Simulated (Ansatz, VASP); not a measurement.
C: VASP beside Ansatz

POSCAR

```
C
1.0
    0.0000000000      1.7845920620      1.7845920620
    1.7801417077      0.0044503543      1.7801417077
    1.7801417077      1.7801417077      0.0044503543
C
2
Direct
    0.5000000000      0.5000000000      0.5000000000
    0.7500000000      0.7500000000      0.7500000000
```

Contents of INCAR.step1:

```
PREC     = Accurate       # precision mode
ENCUT    = 910            # plane-wave cutoff, eV
ISMEAR   = 0              # smearing method
SIGMA    = 0.05           # smearing width, eV
LREAL    = False          # projectors in reciprocal space
LASPH    = True           # aspherical terms in the spheres
NELM     = 120            # most SCF steps
NBANDS   = 11             # bands
GGA      = PE             # functional
ALGO     = Normal         # electronic algorithm
EDIFF    = 1E-5           # SCF threshold, eV
LWAVE    = True           # write WAVECAR
LCHARG   = False          # write CHGCAR
GGA_COMPAT= False
```

Contents of INCAR.step2:

```
PREC     = Accurate       # precision mode
ENCUT    = 910            # plane-wave cutoff, eV
EDIFF    = 1E-6           # SCF threshold, eV
ISMEAR   = 0              # smearing method
SIGMA    = 0.05           # smearing width, eV
LREAL    = False          # projectors in reciprocal space
LASPH    = True           # aspherical terms in the spheres
NELM     = 120            # most SCF steps
ALGO     = Normal         # electronic algorithm
ISIF     = 2              # what is computed and relaxed
LWAVE    = False          # write WAVECAR
LCHARG   = False          # write CHGCAR
METAGGA  = R2SCAN         # meta-GGA
LMIXTAU  = True         
NBANDS   = 11             # bands
ISTART   = 1            
GGA_COMPAT= False
```

The input KPOINTS:

```
regular mesh
0
Gamma
  12 12 12
```

Input for Ansatz:

```yaml
crystal:
  lattice:
    - [0.0, 1.784592062, 1.784592062]
    - [1.7801417077, 0.0044503543, 1.7801417077]
    - [1.7801417077, 1.7801417077, 0.0044503543]
  atoms:
    - { symbol: C, position: [0.5, 0.5, 0.5] }
    - { symbol: C, position: [0.75, 0.75, 0.75] }
basis:
  ecutwfc: 500
kpoints:
  mp_grid: { grid: [12, 12, 12] }
hamiltonian:
  xc: r2scan
scf:
  occupations: { method: gaussian, width: 0.05 }
output:
  forces: true
  stress: true
  eigenvalues: true
  write_density: true
  write_potential: true
  elf: true
  volumetric_format: npy
```

Change from the starting cell: strain +0.0050 x Voigt [0, 0, 0, 1, 0, 0], atoms carried along.

Alike in both runs: task single point; functional r2SCAN; k mesh 12 × 12 × 12; occupations gaussian, width 0.05 eV; no spin polarisation.

|  | VASP | Ansatz |
| --- | --- | --- |
| version | VASP 6.6.1 | Ansatz 0.2.0 |
| potentials or method | VASP PAW PBE potentials, release 64 (C_h), cutoff 910 eV | scalar-relativistic, plane waves, PAW |
| valence electrons in the cell | 8 | 8 |

|  | VASP | Ansatz | Ansatz less VASP |
| --- | --- | --- | --- |
| gap on the k mesh at the Fermi level (eV) | 4.39 | 4.38 | -0.002 |
| least direct gap on the mesh (eV) | 5.82 | 5.82 | +0.001 |
| rms of the force components (eV/Å) | 0.006 | 0.006 | +0.0003 |

VASP's potentials were made for PBE, not for r2SCAN. Atom by atom the forces differ by 0.000 eV/Å (rms over components).

Noted on VASP's run: the cutoff is short for stress, so the pressure is rough.
